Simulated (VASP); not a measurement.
# CaSc2OsO6 (Fm-3m) in VASP: single point with r2SCAN

Aim: the single point of CaSc2OsO6 with r2SCAN.

Program: VASP 6.6.1. These are calculated values, not measurements. Logs are shortened: lines on timing, memory, paths and dates and some standing lists are left out, and cuts for length are marked.

### 1 The cell of the first run

The structure is cubic, space group Fm-3m (No. 225). The conventional cell has a = 7.748 Å, b = 7.748 Å, c = 7.748 Å, α = 90.00°, β = 90.00°, γ = 90.00°. Within 3.6 Å of Sc (site symmetry -43m) lie 12 O at 2.74 Å and 4 Ca at 3.35 Å and 4 Os at 3.35 Å. Ca (site symmetry m-3m) has 6 O at 2.07 Å within 2.7 Å. Within 2.4 Å of Os (site symmetry m-3m) lie 6 O at 1.81 Å. O (site symmetry 4mm) has 1 Os at 1.81 Å and 1 Ca at 2.07 Å within 2.4 Å.

### 2 Single point, r2SCAN

POSCAR reads:

```
CaSc2OsO6
1.0
    0.0000000000      3.8739970000      3.8739970000
    3.8739970000      0.0000000000      3.8739970000
    3.8739970000      3.8739970000      0.0000000000
Sc Ca Os O
2 1 1 6
Direct
    0.2500000000      0.2500000000      0.2500000000
    0.7500000000      0.7500000000      0.7500000000
    0.5000000000      0.5000000000      0.5000000000
    0.0000000000      0.0000000000      0.0000000000
    0.7670000000      0.2330000000      0.2330000000
    0.2330000000      0.7670000000      0.2330000000
    0.2330000000      0.7670000000      0.7670000000
    0.7670000000      0.2330000000      0.7670000000
    0.2330000000      0.2330000000      0.7670000000
    0.7670000000      0.7670000000      0.2330000000
```

INCAR.step1 reads:

```
ALGO = Normal
EDIFF = 1E-4
ENCUT = 520
GGA = PE
ISMEAR = 1
LASPH = True
LCHARG = False
LREAL = False
LWAVE = True
NBANDS = 49
NELM = 60
PREC = Accurate
SIGMA = 0.2176
```

INCAR.step2 reads:

```
ALGO = Normal
EDIFF = 1E-7
ENCUT = 520
ISIF = 2
ISMEAR = 1
ISTART = 1
LASPH = True
LCHARG = False
LMIXTAU = True
LREAL = False
LWAVE = False
METAGGA = R2SCAN
NBANDS = 49
NELM = 60
PREC = Accurate
SIGMA = 0.2176
```

KPOINTS reads:

```
k-points
0
Gamma
  8 8 8
```

Potentials or basis: VASP PAW PBE potentials, release 64 (Sc_sv, Ca_sv, Os, O).

Command:

```console
$ cat potpaw_PBE.64/Sc_sv/POTCAR potpaw_PBE.64/Ca_sv/POTCAR potpaw_PBE.64/Os/POTCAR potpaw_PBE.64/O/POTCAR > POTCAR
$ cp INCAR.step1 INCAR
$ mpirun -np 1 vasp_std > vasp.out
$ cp INCAR.step2 INCAR
$ mpirun -np 1 vasp_std > vasp.out
```

OUTCAR:

```text
EDIFF = 1E-7
   ENCUT = 520
   ISIF = 2
   ISMEAR = 1
   ISTART = 1
   LASPH = True
   LREAL = False
   METAGGA = R2SCAN
   NELM = 60
   PREC = Accurate

 ion  position               nearest neighbor table
   1  0.250  0.250  0.250-   4 3.35   4 3.35   4 3.35   4 3.35
   2  0.750  0.750  0.750-   4 3.35   4 3.35   4 3.35   4 3.35
   3  0.500  0.500  0.500-   5 2.07   6 2.07   7 2.07   8 2.07   9 2.07  10 2.07
   4  0.000  0.000  0.000-   5 1.81   6 1.81   7 1.81   8 1.81   9 1.81  10 1.81   1 3.35   2 3.35
                             2 3.35   2 3.35   2 3.35   1 3.35   1 3.35   1 3.35
   5  0.767  0.233  0.233-   4 1.81   3 2.07
   6  0.233  0.767  0.233-   4 1.81   3 2.07
   7  0.233  0.767  0.767-   4 1.81   3 2.07
   8  0.767  0.233  0.767-   4 1.81   3 2.07
   9  0.233  0.233  0.767-   4 1.81   3 2.07
  10  0.767  0.767  0.233-   4 1.81   3 2.07

  LATTYP: Found a face centered cubic cell.
 ALAT       =     7.7479940000

  Lattice vectors:

 A1 = (   0.0000000000,   3.8739970000,   3.8739970000)
 A2 = (   3.8739970000,   0.0000000000,   3.8739970000)
 A3 = (   3.8739970000,   3.8739970000,   0.0000000000)

Analysis of symmetry for initial positions (statically):
=====================================================================
 Subroutine PRICEL returns:
 Original cell was already a primitive cell.

 Routine SETGRP: Setting up the symmetry group for a
 face centered cubic supercell.

 Subroutine GETGRP returns: Found 48 space group operations
 (whereof 48 operations were pure point group operations)
 out of a pool of 48 trial point group operations.

The static configuration has the point symmetry O_h .

Analysis of symmetry for dynamics (positions and initial velocities):
=====================================================================
 Subroutine PRICEL returns:
 Original cell was already a primitive cell.

 Routine SETGRP: Setting up the symmetry group for a
 face centered cubic supercell.

 Subroutine GETGRP returns: Found 48 space group operations
 (whereof 48 operations were pure point group operations)
 out of a pool of 48 trial point group operations.

The dynamic configuration has the point symmetry O_h .

 Subroutine INISYM returns: Found 48 space group operations
 (whereof 48 operations are pure point group operations),
 and found     1 'primitive' translations

[... 116 lines left out ...]
   ISIF   =      2    stress and relaxation
   ISYM   =      2    0-nonsym 1-usesym 2-fastsym
   POTIM  = 0.5000    time-step for ionic-motion
   TEBEG  =    0.0;   TEEND  =   0.0 temperature during run
   PSTRESS=    0.0 pullay stress
   NELECT =      76.0000    total number of electrons
   NUPDOWN=      -1.0000    fix difference up-down
   EMIN   =  10.00;   EMAX   =-10.00  energy-range for DOS
   EFERMI =   0.00;   METHOD = LEGACY
   ISMEAR =     1;   SIGMA  =   0.22  broadening in eV -4-tet -1-fermi 0-gaus
   EFERMI_NEDOS =   21; number of points for ismear=-14 and -15
   IALGO  =     38    algorithm
   IMIX   =      4    mixing-type and parameters
     AMIX     =   0.40;   BMIX     =  1.00
     AMIX_MAG =   1.60;   BMIX_MAG =  1.00
  volume/ion in A,a.u.               =      11.63        78.47
  Fermi-wavevector in a.u.,A,eV,Ry     =   1.420725  2.684781 27.462817  2.018460
  Thomas-Fermi vector in A             =   2.541610
   LORBIT       =      0    0 simple, 1 ext, 2 COOP (PROOUT), +10 PAW based schemes
   METAGGA = R2SCAN    functional components
   LHFCALC =     F    Hartree Fock is set to
   AEXX    =    0.0000 exact exchange contribution
   IVDW    =     0    specifies the selected vdW correction
   LEPSILON=     F    determine dielectric tensor
   LRPA    =     F    only Hartree local field effects (RPA)
 non-spin polarized calculation
 Methfessel and Paxton  Order N= 1 SIGMA  =   0.22
  energy-cutoff  :      520.00
  volume of cell :      116.28
 maximum number of plane-waves:      3156
 NGX is ok and might be reduce to    42
   NGX = 21   NGY = 21   NGZ = 21

 number of electron      76.0000008 magnetization

 Free energy of the ion-electron system (eV)
  ---------------------------------------------------
  ext. energy  EPLUGINS =         0.00000000
  ---------------------------------------------------
  free energy    TOTEN  =      -135.86823043 eV

  energy without entropy =     -135.88103166  energy(sigma->0) =     -135.87249751

 E-fermi :   6.2275     XC(G=0): -11.9949

 val. band max:        6.2136878410   @ k =   0.1250   0.0000   0.0000
 cond. band min:       6.2547696497   @ k =  -0.3750   0.3750   0.1250
 fundamental gap:      0.0410818088
 Fermi energy:         6.2275098767

 k-point     1 :       0.0000    0.0000    0.0000
  band No.  band energies     occupation
      1     -47.7160      2.00000
      2     -47.7107      2.00000
      3     -33.3233      2.00000
      4     -25.3209      2.00000
      5     -25.3209      2.00000
      6     -25.3207      2.00000
[... 1237 lines left out ...]
     48       7.7941     -0.00000
     49       7.8311     -0.00000

 [... further k-points ...]

------------------------ aborting loop because EDIFF is reached ----------------------------------------

  FORCE on cell =-STRESS in cart. coord.  units (eV):
  Direction    XX          YY          ZZ          XY          YZ          ZX
  --------------------------------------------------------------------------------------
  -------------------------------------------------------------------------------------
  Total       19.7244177     19.7244177     19.7244177      0.0000000      0.0000000     -0.0000000
  in kB      271.7733933    271.7733933    271.7733933      0.0000000      0.0000000     -0.0000000
  external PRESSURE =     271.7733933 kB  Pullay stress =       0.0000000 kB

 VOLUME and BASIS-vectors are now :
 -----------------------------------------------------------------------------
  energy-cutoff  :      520.00
  volume of cell :      116.28
      direct lattice vectors                 reciprocal lattice vectors
     0.000000000  3.873997000  3.873997000    -0.129065665  0.129065665  0.129065665
     3.873997000  0.000000000  3.873997000     0.129065665 -0.129065665  0.129065665
     3.873997000  3.873997000  0.000000000     0.129065665  0.129065665 -0.129065665

 POSITION                                       TOTAL-FORCE (eV/Angst)
 -----------------------------------------------------------------------------------
      1.93700      1.93700      1.93700        -0.000000     -0.000000      0.000000
      5.81100      5.81100      5.81100        -0.000000     -0.000000      0.000000
      3.87400      3.87400      3.87400        -0.000000     -0.000000      0.000000
      0.00000      0.00000      0.00000        -0.000000     -0.000000      0.000000
      1.80528      3.87400      3.87400         3.259144     -0.000000      0.000000
      3.87400      1.80528      3.87400        -0.000000      3.259144      0.000000
      5.94271      3.87400      3.87400        -3.259144     -0.000000      0.000000
      3.87400      5.94271      3.87400        -0.000000     -3.259144      0.000000
      3.87400      3.87400      1.80528        -0.000000     -0.000000      3.259144
      3.87400      3.87400      5.94271        -0.000000     -0.000000     -3.259144
 -----------------------------------------------------------------------------------
    total drift:                               -0.000000     -0.000000     -0.000000

  FREE ENERGIE OF THE ION-ELECTRON SYSTEM (eV)
  ---------------------------------------------------
  free  energy   TOTEN  =      -135.8682304312 eV

  energy  without entropy=     -135.8810316593  energy(sigma->0) =     -135.87249751
```

OUTCAR.step1:

```text
EDIFF = 1E-4
   ENCUT = 520
   GGA = PE
   ISMEAR = 1
[... 1502 lines left out ...]
      5.94271      3.87400      3.87400        -3.459585      0.000000     -0.000000
      3.87400      5.94271      3.87400        -0.000000     -3.459585     -0.000000
      3.87400      3.87400      1.80528        -0.000000      0.000000      3.459585
      3.87400      3.87400      5.94271        -0.000000      0.000000     -3.459585
 -----------------------------------------------------------------------------------
    total drift:                               -0.000000     -0.000000     -0.000000

  FREE ENERGIE OF THE ION-ELECTRON SYSTEM (eV)
  ---------------------------------------------------
  free  energy   TOTEN  =       -70.7548166470 eV

  energy  without entropy=      -70.7689245169  energy(sigma->0) =      -70.75951927
```

OSZICAR.step1:

```text
N       E                     dE             d eps       ncg     rms          rms(c)
DAV:   1     0.121692666503E+04    0.12169E+04   -0.36480E+04  2882   0.167E+03
DAV:   2     0.127460329335E+03   -0.10895E+04   -0.10558E+04  2850   0.570E+02
DAV:   3    -0.762946682156E+02   -0.20375E+03   -0.19576E+03  4093   0.216E+02
DAV:   4    -0.933917857682E+02   -0.17097E+02   -0.16818E+02  5060   0.766E+01
DAV:   5    -0.940370925047E+02   -0.64531E+00   -0.63825E+00  4972   0.121E+01    0.849E+01
DAV:   6    -0.709371277257E+02    0.23100E+02   -0.92891E+01  4292   0.558E+01    0.287E+01
DAV:   7    -0.709577524834E+02   -0.20625E-01   -0.99949E+00  4476   0.190E+01    0.201E+01
DAV:   8    -0.715805718163E+02   -0.62282E+00   -0.41591E+00  4298   0.113E+01    0.806E+00
DAV:   9    -0.708516620040E+02    0.72891E+00   -0.12813E+00  4319   0.756E+00    0.335E+00
DAV:  10    -0.707596749625E+02    0.91987E-01   -0.58949E-01  4068   0.418E+00    0.105E+00
DAV:  11    -0.707567353916E+02    0.29396E-02   -0.67609E-02  4179   0.197E+00    0.128E+00
DAV:  12    -0.707550424790E+02    0.16929E-02   -0.88434E-03  4360   0.690E-01    0.146E-01
DAV:  13    -0.707548114235E+02    0.23106E-03   -0.27014E-03  3970   0.239E-01    0.208E-01
DAV:  14    -0.707548166470E+02   -0.52234E-05   -0.26134E-04  2615   0.148E-01
   1 F= -.70754817E+02 E0= -.70759519E+02  d E =0.141079E-01
```

It took 29 min on 1 thread of Intel Xeon Platinum 8375C at 2.90GHz (Ice Lake), shared host; peak memory 0.39 GiB.

What came out:

```yaml
Free_energy: -135.8682 eV
Pressure: 27.2 GPa
Largest_force: 3.259 eV/Å
Band_gap_on_the_k_mesh: zero (bands 38 and 39 overlap by 1.55 eV)
```

Forces in eV/Å, atoms in the order of the input:
```
Sc   0.000  0.000  0.000
Sc   0.000  0.000  0.000
Ca   0.000  0.000  0.000
Os   0.000  0.000  0.000
O    3.259  0.000  0.000
O    0.000  3.259  0.000
O   -3.259  0.000  0.000
O    0.000 -3.259  0.000
O    0.000  0.000  3.259
O    0.000  0.000 -3.259
```

Levels at points of the mesh, in eV from the Fermi level:
| k point | band 34 | band 35 | band 36 | band 37 | band 38 | band 39 | band 40 | band 41 | band 42 | band 43 |
| --- | --- | --- | --- | --- | --- | --- | --- | --- | --- | --- |
| (0.00, 0.00, 0.00) | -2.97 | -2.97 | -2.97 | -0.81 | -0.81 | -0.81 | -0.15 | -0.15 | 0.68 | 0.68 |
| (0.50, 0.00, 0.00) | -3.82 | -3.82 | -3.40 | -0.25 | -0.25 | -0.20 | 0.68 | 0.68 | 1.00 | 1.02 |
| (0.50, 0.50, 0.00) | -3.48 | -3.48 | -3.12 | -1.07 | 0.74 | 0.74 | 0.76 | 0.77 | 0.85 | 1.01 |

Caveat: the cell stands under pressure; the PAW data sets were made with another functional, which shifts forces and pressure a little; spin-orbit coupling is left out, which moves the levels of the heavy elements.

The gap in the log of VASP goes by the Fermi energy; the results here count the filled bands.